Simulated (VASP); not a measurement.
# PbSe (Fm-3m) in VASP: notebook

The runs below take PbSe through relaxation of cell and atoms, with LDA.

Program: VASP 6.6.1. These are calculated values, not measurements. Logs are shortened: lines on timing, memory, paths and dates and some standing lists are left out, and cuts for length are marked.

## Step 1: The cell of the first run

The structure is cubic, space group Fm-3m (No. 225). The conventional cell has a = 6.042 Å, b = 6.042 Å, c = 6.042 Å, α = 90.00°, β = 90.00°, γ = 90.00°. Within 4.0 Å of Pb (site symmetry m-3m) lie 6 Se at 3.02 Å. Within 4.0 Å of Se (site symmetry m-3m) lie 6 Pb at 3.02 Å.

## Step 2: Relaxation of cell and atoms, LDA, target pressure 4 GPa, at which the enthalpy is minimised

INCAR reads:

```
PREC = Accurate
ENCUT = 600
EDIFF = 1E-6
ISMEAR = -1
SIGMA = 0.05
LREAL = False
LASPH = True
NELM = 80
ALGO = Normal
ISIF = 3
LWAVE = False
LCHARG = False
IBRION = 2
NSW = 100
EDIFFG = -0.002
PSTRESS = 40.0
```

KPOINTS reads:

```
regular mesh
0
Gamma
  14 14 14
```

POSCAR reads:

```
PbSe
1.0
    0.0000000000      3.0209121864      3.0209121864
    3.0209121864      0.0000000000      3.0209121864
    3.0209121864      3.0209121864      0.0000000000
Pb Se
1 1
Direct
    0.0000000000      0.0000000000      0.0000000000
    0.5000000000      0.5000000000      0.5000000000
```

Potentials or basis: VASP PAW LDA potentials, release 64 (Pb_d, Se).

Launch:

```console
> cat potpaw_LDA.64/Pb_d/POTCAR potpaw_LDA.64/Se/POTCAR > POTCAR
> mpirun -np 1 vasp_std > vasp.out
```

OUTCAR:

```text
PREC = Accurate
   ENCUT = 600
   EDIFF = 1E-6
   ISMEAR = -1
   LREAL = False
   LASPH = True
   NELM = 80
   ISIF = 3
   IBRION = 2
   NSW = 100
   EDIFFG = -0.002
   PSTRESS = 40.0

 ion  position               nearest neighbor table
   1  0.000  0.000  0.000-   2 3.02   2 3.02   2 3.02   2 3.02   2 3.02   2 3.02
   2  0.500  0.500  0.500-   1 3.02   1 3.02   1 3.02   1 3.02   1 3.02   1 3.02

  LATTYP: Found a face centered cubic cell.
 ALAT       =     6.0418243728

  Lattice vectors:

 A1 = (   0.0000000000,   3.0209121864,   3.0209121864)
 A2 = (   3.0209121864,   0.0000000000,   3.0209121864)
 A3 = (   3.0209121864,   3.0209121864,   0.0000000000)

Analysis of symmetry for initial positions (statically):
=====================================================================
 Subroutine PRICEL returns:
 Original cell was already a primitive cell.

 Routine SETGRP: Setting up the symmetry group for a
 face centered cubic supercell.

 Subroutine GETGRP returns: Found 48 space group operations
 (whereof 48 operations were pure point group operations)
 out of a pool of 48 trial point group operations.

The static configuration has the point symmetry O_h .

Analysis of symmetry for dynamics (positions and initial velocities):
=====================================================================
 Subroutine PRICEL returns:
 Original cell was already a primitive cell.

 Routine SETGRP: Setting up the symmetry group for a
 face centered cubic supercell.

 Subroutine GETGRP returns: Found 48 space group operations
 (whereof 48 operations were pure point group operations)
 out of a pool of 48 trial point group operations.

The dynamic configuration has the point symmetry O_h .

 Subroutine INISYM returns: Found 48 space group operations
 (whereof 48 operations are pure point group operations),
 and found     1 'primitive' translations

----------------------------------------------------------------------------------------

                                     Primitive cell

  volume of cell :      55.1371

  direct lattice vectors                    reciprocal lattice vectors
     0.000000000  3.020912186  3.020912186    -0.165512921  0.165512921  0.165512921
     3.020912186  0.000000000  3.020912186     0.165512921 -0.165512921  0.165512921
     3.020912186  3.020912186  0.000000000     0.165512921  0.165512921 -0.165512921

  length of vectors
     4.272214985  4.272214985  4.272214985     0.286676788  0.286676788  0.286676788

  position of ions in fractional coordinates (direct lattice)
     0.000000000  0.000000000  0.000000000
     0.500000000  0.500000000  0.500000000

  ion indices of the primitive-cell ions
   primitive index   ion index
                 1           1
                 2           2

----------------------------------------------------------------------------------------

 KPOINTS: regular mesh

Automatic generation of k-mesh.
 Grid dimensions read from file:
 generate k-points for:   14   14   14

 Generating k-lattice:

  Cartesian coordinates                     Fractional coordinates (reciprocal lattice)
    -0.011822351  0.011822351  0.011822351     0.071428571  0.000000000  0.000000000
     0.011822351 -0.011822351  0.011822351     0.000000000  0.071428571  0.000000000
     0.011822351  0.011822351 -0.011822351     0.000000000  0.000000000  0.071428571

  Length of vectors
     0.020476913  0.020476913  0.020476913

  Shift w.r.t. Gamma in fractional coordinates (k-lattice)
     0.000000000  0.000000000  0.000000000

 Subroutine IBZKPT returns following result:
 ===========================================

 Found    104 irreducible k-points:

 Following reciprocal coordinates:
            Coordinates               Weight
  0.000000  0.000000  0.000000      1.000000
  0.071429  0.000000  0.000000      8.000000
  0.142857  0.000000  0.000000      8.000000
  0.214286  0.000000  0.000000      8.000000
  0.285714  0.000000  0.000000      8.000000
  0.357143  0.000000  0.000000      8.000000
[... 16 lines left out ...]
[... 38 lines left out ...]
   GGA     = CA    functional components
   LHFCALC =     F    Hartree Fock is set to
   AEXX    =    0.0000 exact exchange contribution
   IVDW    =     0    specifies the selected vdW correction
   LEPSILON=     F    determine dielectric tensor
   LRPA    =     F    only Hartree local field effects (RPA)
 conjugate gradient relaxation of ions
 non-spin polarized calculation
  energy-cutoff  :      600.00
  volume of cell :       55.14
 maximum number of plane-waves:      1865
 NGX is ok and might be reduce to    36
   NGX = 17   NGY = 17   NGZ = 17

--------------------------------------- Ionic step        1  -------------------------------------------

 number of electron      19.9999998 magnetization

 Free energy of the ion-electron system (eV)
  ---------------------------------------------------
  ext. energy  EPLUGINS =         0.00000000
  ---------------------------------------------------
  free energy    TOTEN  =        -9.45689623 eV

  energy without entropy =       -9.45668150  energy(sigma->0) =       -9.45678886

------------------------ aborting loop because EDIFF is reached ----------------------------------------

  FORCE on cell =-STRESS in cart. coord.  units (eV):
  Direction    XX          YY          ZZ          XY          YZ          ZX
  --------------------------------------------------------------------------------------
  -------------------------------------------------------------------------------------
  Total        0.0498292      0.0498292      0.0498292      0.0000000      0.0000000      0.0000000
  in kB        1.4479380      1.4479380      1.4479380      0.0000000      0.0000000      0.0000000
  external PRESSURE =     -38.5520620 kB  Pullay stress =      40.0000000 kB
[... 251 lines left out ...]
  enthalpy is  TOTEN    =        -8.1191872694 eV   P V=        1.2999444550

--------------------------------------- Ionic step        8  -------------------------------------------

 number of electron      20.0000002 magnetization

 Free energy of the ion-electron system (eV)
  ---------------------------------------------------
  ext. energy  EPLUGINS =         0.00000000
  ---------------------------------------------------
  free energy    TOTEN  =        -9.41873822 eV

  energy without entropy =       -9.41858816  energy(sigma->0) =       -9.41866319

 E-fermi :   6.1933     XC(G=0): -10.2865

 val. band max:        6.0983016424   @ k =   0.5000   0.0000   0.0000
 cond. band min:       6.2967086119   @ k =   0.5000   0.0000   0.0000
 fundamental gap:      0.1984069695
 Fermi energy:         6.1933003390

 k-point     1 :       0.0000    0.0000    0.0000
  band No.  band energies     occupation
      1     -10.7994      2.00000
      2     -10.7994      2.00000
      3     -10.7917      2.00000
      4     -10.7917      2.00000
      5     -10.7917      2.00000
      6      -8.3027      2.00000
      7      -0.0287      2.00000
      8       3.8596      2.00000
      9       3.8596      2.00000
     10       3.8596      2.00000
     11      10.9990      0.00000
     12      10.9990      0.00000
     13      10.9990      0.00000
     14      12.4483      0.00000
[... 375 lines left out ...]
 k-point    24 :       0.2857    0.1429    0.0000
  band No.  band energies     occupation
      1     -10.8507      2.00000
      2     -10.8009      2.00000
      3     -10.7971      2.00000
      4     -10.7676      2.00000
      5     -10.7599      2.00000
      6      -7.6457      2.00000
      7      -1.6395      2.00000
      8       3.3788      2.00000
      9       3.4746      2.00000
     10       5.0473      2.00000
     11       7.7330      0.00000
     12       9.8218      0.00000
     13      10.1149      0.00000
     14      11.4695      0.00000

 [... further k-points ...]

------------------------ aborting loop because EDIFF is reached ----------------------------------------

  FORCE on cell =-STRESS in cart. coord.  units (eV):
  Direction    XX          YY          ZZ          XY          YZ          ZX
  --------------------------------------------------------------------------------------
  -------------------------------------------------------------------------------------
  Total        1.2969078      1.2969078      1.2969078      0.0000000      0.0000000      0.0000000
  in kB       39.9186675     39.9186675     39.9186675      0.0000000      0.0000000      0.0000000
  external PRESSURE =      -0.0813325 kB  Pullay stress =      40.0000000 kB
[... 17 lines left out ...]
  FREE ENERGIE OF THE ION-ELECTRON SYSTEM (eV)
  ---------------------------------------------------
  free  energy   TOTEN  =        -9.4187382224 eV

  energy  without entropy=       -9.4185881601  energy(sigma->0) =       -9.41866319

  enthalpy is  TOTEN    =        -8.1191880166 eV   P V=        1.2995502059

 reached required accuracy - stopping structural energy minimisation
```

Wall time 2.1 min (1 thread of Intel Xeon 6975P-C (Granite Rapids), shared host); peak memory 0.25 GiB.

Results:

* Free energy: -9.4187 eV
* Relaxed volume: 26.03 Å³/atom
* Relaxed cell: a = 4.191 Å, b = 4.191 Å, c = 4.191 Å, α = 60.00°, β = 60.00°, γ = 60.00°
* Space group after relaxing (to 0.05 Å): Fm-3m (No. 225)
* Energy change on relaxing (the enthalpy is what falls): +19.1 meV/atom
* Ionic steps: 8
* Pressure after relaxing: 4.0 GPa
* Band gap on the k mesh: 0.20 eV, direct

Step by step:
```tsv
step	energy change (eV)	largest force (eV/Å)	pressure (GPa)	volume (Å³)
1	0.0000	0.0000	0.14	55.14
2	0.1094	0.0000	7.29	50.01
3	0.0378	0.0000	3.97	52.07
4	0.0393	0.0000	4.03	52.01
5	0.0384	0.0000	4.04	52.04
6	0.0358	0.0000	3.87	52.15
7	0.0378	0.0000	3.93	52.07
8	0.0382	0.0000	3.99	52.05
```

Final structure:
```cif
data_structure
_symmetry_space_group_name_H-M 'P 1'
_symmetry_Int_Tables_number 1
_cell_length_a 4.1910
_cell_length_b 4.1910
_cell_length_c 4.1910
_cell_angle_alpha 60.000
_cell_angle_beta 60.000
_cell_angle_gamma 60.000
_cell_volume 52.05
loop_
_atom_site_label
_atom_site_type_symbol
_atom_site_fract_x
_atom_site_fract_y
_atom_site_fract_z
_atom_site_occupancy
Pb1 Pb 0.00000 0.00000 0.00000 1
Se1 Se 0.50000 0.50000 0.50000 1
```

Levels at points of the mesh, in eV from the valence-band top:
```tsv
k point	band 6	band 7	band 8	band 9	band 10	band 11	band 12	band 13	band 14
(0.00, 0.00, 0.00)	-14.40	-6.13	-2.24	-2.24	-2.24	4.90	4.90	4.90	6.35
(0.50, 0.00, 0.00)	-13.08	-9.38	-1.73	-1.73	0.00	0.20	1.47	1.47	8.62
(0.50, 0.50, 0.00)	-12.52	-7.55	-5.78	-3.79	-3.79	3.28	5.98	5.98	6.45
```

Caveat: the cell is relaxed towards a set pressure, so the enthalpy falls and the energy may rise; spin-orbit coupling is left out, which moves the levels of the heavy elements. LDA usually gives volumes a few per cent too small.

## Step 3: Relaxation of cell and atoms, LDA, target pressure 7 GPa, at which the enthalpy is minimised

INCAR reads:

```
PREC = Accurate ; ENCUT = 600
EDIFF = 1E-7 ; ISMEAR = -1
SIGMA = 0.05 ; LREAL = F
LASPH = T ; NELM = 80
ALGO = Normal ; ISIF = 3
LWAVE = F ; LCHARG = F
GGA = CA ; IBRION = 2
NSW = 100 ; EDIFFG = -0.002
PSTRESS = 70.0
```

KPOINTS reads:

```
Automatic mesh
0
Gamma
  14 14 14
```

POSCAR is that of step 2.

Potentials or basis: VASP PAW LDA potentials, release 64 (Pb_d, Se).

Launch:

```console
> cat potpaw_LDA.64/Pb_d/POTCAR potpaw_LDA.64/Se/POTCAR > POTCAR
> mpirun -np 1 vasp_std > vasp.out
```

Wall time 2.2 min (1 thread of Intel Xeon 6975P-C (Granite Rapids), shared host); peak memory 0.24 GiB.

The run converged. Its results:

| Item | Value |
| --- | --- |
| Free energy | -9.3543 eV |
| Relaxed volume | 25.08 Å³/atom |
| Relaxed cell | a = 4.140 Å, b = 4.140 Å, c = 4.140 Å, α = 60.00°, β = 60.00°, γ = 60.00° |
| Space group after relaxing (to 0.05 Å) | Fm-3m (No. 225) |
| Energy change on relaxing (the enthalpy is what falls) | +51.3 meV/atom |
| Ionic steps | 7 |
| Pressure after relaxing | 7.0 GPa |
| Band gap on the k mesh | 0.36 eV, direct |

Step by step:
```csv
step,energy change (eV),largest force (eV/Å),pressure (GPa),volume (Å³)
1,0.0000,0.0000,0.16,55.14
2,0.3681,0.0000,15.34,46.26
3,0.0998,0.0000,6.90,50.23
4,0.1039,0.0000,7.06,50.13
5,0.1010,0.0000,6.95,50.20
6,0.1022,0.0000,6.98,50.17
7,0.1026,0.0000,7.01,50.16
```

Final structure:
```cif
data_structure
_symmetry_space_group_name_H-M 'P 1'
_symmetry_Int_Tables_number 1
_cell_length_a 4.1397
_cell_length_b 4.1397
_cell_length_c 4.1397
_cell_angle_alpha 60.000
_cell_angle_beta 60.000
_cell_angle_gamma 60.000
_cell_volume 50.16
loop_
_atom_site_label
_atom_site_type_symbol
_atom_site_fract_x
_atom_site_fract_y
_atom_site_fract_z
_atom_site_occupancy
Pb1 Pb 0.00000 0.00000 0.00000 1
Se1 Se 0.50000 0.50000 0.50000 1
```

Levels at points of the mesh, in eV from the valence-band top:
```tsv
k point	band 6	band 7	band 8	band 9	band 10	band 11	band 12	band 13	band 14
(0.00, 0.00, 0.00)	-14.66	-5.95	-2.32	-2.32	-2.32	5.09	5.09	5.09	6.37
(0.50, 0.00, 0.00)	-13.23	-9.54	-1.78	-1.78	0.00	0.36	1.47	1.47	8.77
(0.50, 0.50, 0.00)	-12.59	-7.53	-6.02	-3.95	-3.95	3.21	6.23	6.23	6.72
```

Caveat: the cell is relaxed towards a set pressure, so the enthalpy falls and the energy may rise; spin-orbit coupling is left out, which moves the levels of the heavy elements.

## Step 4: Relaxation of cell and atoms, LDA, target pressure 10 GPa, at which the enthalpy is minimised

INCAR reads:

```
SYSTEM = PbSe
PREC = Accurate ; ENCUT = 600
EDIFF = 1E-6 ; ISMEAR = -1
SIGMA = 0.05 ; LREAL = .False.
LASPH = .True. ; NELM = 60
ALGO = Normal ; ISIF = 3
LWAVE = .False. ; LCHARG = .False.
IBRION = 2 ; NSW = 100
EDIFFG = -0.002 ; PSTRESS = 100.0
```

KPOINTS reads:

```
regular mesh
0
Gamma
  14 14 14
  0 0 0
```

POSCAR is that of step 3.

Launch:

```console
> cat potpaw_LDA.64/Pb_d/POTCAR potpaw_LDA.64/Se/POTCAR > POTCAR
> mpirun -np 1 vasp_std > vasp.out
```

Wall time 2.1 min (1 thread of Intel Xeon 6975P-C (Granite Rapids), shared host); peak memory 0.25 GiB.

Results (log left out):

| Item | Value |
| --- | --- |
| Free energy | -9.2709 eV |
| Relaxed volume | 24.29 Å³/atom |
| Relaxed cell | a = 4.096 Å, b = 4.096 Å, c = 4.096 Å, α = 60.00°, β = 60.00°, γ = 60.00° |
| Space group after relaxing (to 0.05 Å) | Fm-3m (No. 225) |
| Energy change on relaxing (the enthalpy is what falls) | +93.0 meV/atom |
| Ionic steps | 7 |
| Pressure after relaxing | 10.0 GPa |
| Band gap on the k mesh | 0.39 eV, indirect (least direct gap 0.45 eV) |

The path:
```tsv
step	energy change (eV)	largest force (eV/Å)	pressure (GPa)	volume (Å³)
1	0.0000	0.0000	0.14	55.14
2	0.8277	0.0000	26.50	42.68
3	0.1768	0.0000	9.70	48.74
4	0.1847	0.0000	9.95	48.61
5	0.1925	0.0000	10.21	48.48
6	0.1802	0.0000	9.82	48.68
7	0.1860	0.0000	10.00	48.59
```

Final structure:
```xyz
2
Lattice="0.0000 2.8962 2.8962 2.8962 0.0000 2.8962 2.8962 2.8962 0.0000" Properties=species:S:1:pos:R:3 pbc="T T T"
Pb    0.0000    0.0000    0.0000
Se    2.8962    2.8962    2.8962
```

Levels at points of the mesh, in eV from the valence-band top:
```csv
k point,band 8,band 9,band 10,band 11,band 12,band 13
"(0.00, 0.00, 0.00)",-2.39,-2.39,-2.39,5.25,5.25,5.25
"(0.50, 0.00, 0.00)",-1.81,-1.81,0.00,0.51,1.48,1.48
"(0.50, 0.50, 0.00)",-6.24,-4.08,-4.08,3.15,6.46,6.46
```

Caveat: the cell is relaxed towards a set pressure, so the enthalpy falls and the energy may rise; spin-orbit coupling is left out, which moves the levels of the heavy elements. A k mesh can miss the band edges.

## Step 5: Relaxation of cell and atoms, LDA, target pressure 15 GPa, at which the enthalpy is minimised

INCAR reads:

```
SYSTEM = PbSe
PREC = Accurate
ENCUT = 600
EDIFF = 1E-7
ISMEAR = -1
SIGMA = 0.05
LREAL = .FALSE.
LASPH = .TRUE.
NELM = 80
ALGO = Normal
ISIF = 3
LWAVE = .FALSE.
LCHARG = .FALSE.
IBRION = 2
NSW = 100
EDIFFG = -0.002
PSTRESS = 150.0
```

KPOINTS reads:

```
Automatic mesh
0
G
  14 14 14
  0 0 0
```

POSCAR is that of step 4.

Launch:

```console
> cat potpaw_LDA.64/Pb_d/POTCAR potpaw_LDA.64/Se/POTCAR > POTCAR
> mpirun -np 1 vasp_std > vasp.out
```

Run time: 2.5 min. Hardware: 1 thread of Intel Xeon 6975P-C (Granite Rapids), shared host; peak memory 0.25 GiB.

Results (log left out):

```yaml
Free_energy: -9.1014 eV
Relaxed_volume: 23.20 Å³/atom
Relaxed_cell: a = 4.033 Å, b = 4.033 Å, c = 4.033 Å, α = 60.00°, β = 60.00°, γ = 60.00°
Space_group_after_relaxing_to_0.05_Å: Fm-3m (No. 225)
Energy_change_on_relaxing_the_enthalpy_is_what_falls: +177.8 meV/atom
Ionic_steps: 7
Pressure_after_relaxing: 15.0 GPa
Band_gap_on_the_k_mesh: 0.35 eV, direct
```

Step by step:
| step | energy change (eV) | largest force (eV/Å) | pressure (GPa) | volume (Å³) |
| --- | --- | --- | --- | --- |
| 1 | 0.0000 | 0.0000 | 0.16 | 55.14 |
| 2 | 2.1740 | 0.0000 | 54.55 | 37.16 |
| 3 | 0.3168 | 0.0000 | 13.92 | 46.83 |
| 4 | 0.3477 | 0.0000 | 14.78 | 46.48 |
| 5 | 0.3630 | 0.0000 | 15.19 | 46.32 |
| 6 | 0.3472 | 0.0000 | 14.77 | 46.49 |
| 7 | 0.3555 | 0.0000 | 14.99 | 46.40 |

Final structure:
```xyz
2
Lattice="0.0000 2.8520 2.8520 2.8520 0.0000 2.8520 2.8520 2.8520 0.0000" Properties=species:S:1:pos:R:3 pbc="T T T"
Pb    0.0000    0.0000    0.0000
Se    2.8520    2.8520    2.8520
```

Levels at points of the mesh, in eV from the valence-band top:
| k point | band 6 | band 7 | band 8 | band 9 | band 10 | band 11 | band 12 | band 13 | band 14 |
| --- | --- | --- | --- | --- | --- | --- | --- | --- | --- |
| (0.00, 0.00, 0.00) | -15.32 | -5.60 | -2.57 | -2.57 | -2.57 | 5.42 | 5.42 | 5.42 | 6.34 |
| (0.50, 0.00, 0.00) | -13.65 | -9.97 | -1.93 | -1.93 | -0.07 | 0.68 | 1.41 | 1.41 | 9.04 |
| (0.50, 0.50, 0.00) | -12.79 | -7.55 | -6.63 | -4.36 | -4.36 | 3.00 | 6.72 | 6.72 | 7.24 |

Caveat: the cell is relaxed towards a set pressure, so the enthalpy falls and the energy may rise; the volume moved by over 15 % at a fixed basis, so the end points are rough; spin-orbit coupling is left out, which moves the levels of the heavy elements. LDA usually gives volumes a few per cent too small.

## Step 6: Summary

| cell | gap on the mesh (eV) | pressure (GPa) |
| --- | --- | --- |
| relaxed to 4 GPa | 0.20 | 4.0 |
| relaxed to 7 GPa | 0.36 | 7.0 |
| relaxed to 10 GPa | 0.39 | 10.0 |
| relaxed to 15 GPa | 0.35 | 15.0 |

Alike in all rows: task relaxation of cell and atoms; level LDA; potentials or basis VASP PAW LDA potentials, release 64 (Pb_d, Se); no spin polarisation; k mesh 14 × 14 × 14; cutoff (eV) 600; smearing fermi-dirac 0.05 eV.

Caveats: the cell is relaxed towards a set pressure, so the enthalpy falls and the energy may rise; spin-orbit coupling is left out, which moves the levels of the heavy elements; the volume moved by over 15 % at a fixed basis, so the end points are rough (some runs).

Total energies depend on the potentials used, so only differences within one code and one set of settings carry meaning.
